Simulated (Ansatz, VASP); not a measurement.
Pt in VASP and in Ansatz

```xyz
1
Lattice="-1.6171 1.6171 1.6171 1.6171 -1.6171 1.6171 1.6171 1.6171 -1.6171" Properties=species:S:1:pos:R:3 pbc="T T T"
Pt    0.0000    0.0000    0.0000
```

Alike in both runs: functional LDA; k mesh 19 × 19 × 19; occupations fermi-dirac, width 0.05 eV; no spin polarisation.

Ansatz relaxed the structure, and its values are those at the end. VASP's run is a single point on that final structure, the one shown.

|  | VASP | Ansatz |
| --- | --- | --- |
| version | VASP 6.6.1 | Ansatz 0.2.0 |
| potentials or method | VASP PAW LDA potentials, release 64 (Pt), cutoff 520 eV | all-electron LAPW, non-relativistic |

|  | VASP | Ansatz | Ansatz less VASP |
| --- | --- | --- | --- |
| pressure (GPa) | -25.9 | 0.0 | +25.91 |

LDA's correlation is that of Perdew and Zunger in VASP and of Perdew and Wang (1992) in Ansatz. One of these differences is far larger than is usual between the two programs; its cause wasn't traced. Ansatz ran all-electron here, and VASP with PAW potentials.

Spin-orbit coupling is off throughout.
